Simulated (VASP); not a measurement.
Here is a VASP 6.6.1 calculation.

File INCAR:

```
SYSTEM = Se
  PREC = Accurate
  ENCUT = 520
  EDIFF = 1E-6
  ISMEAR = 0
  SIGMA = 0.05
  LREAL = .FALSE.
  LASPH = .TRUE.
  NELM = 80
  ALGO = Normal
  ISIF = 2
  LWAVE = .FALSE.
  LCHARG = .FALSE.
  GGA = PE
  IVDW = 12
  NBANDS = 16
```

KPOINTS

```
Automatic mesh
0
G
  12 12 8
  0 0 0
```

File POSCAR:

```
Se
1.0
    4.1188761456      0.0000000000      0.0000000000
   -2.0594380728      3.5670513771      0.0000000000
    0.0000000000      0.0000000000      4.6020203175
Se
3
Direct
    0.2473450684      0.0000000000      0.3333333333
    0.0000000000      0.2473450684      0.6666666667
    0.7526549316      0.7526549316      0.0000000000
```

Potentials or basis: VASP PAW PBE potentials, release 64 (Se).

Launch:

```sh
$ cat potpaw_PBE.64/Se/POTCAR > POTCAR
$ mpirun -np 1 vasp_std > vasp.out
```

Problem. Estimate the pressure.

Solution. 9.7 GPa.

Problem. Predict the dispersion energy per atom.

Solution. -0.388 eV.

Forces on the atoms (eV/Å):
```
Se   0.980  0.000  0.000
Se  -0.490  0.849  0.000
Se  -0.490 -0.849  0.000
```
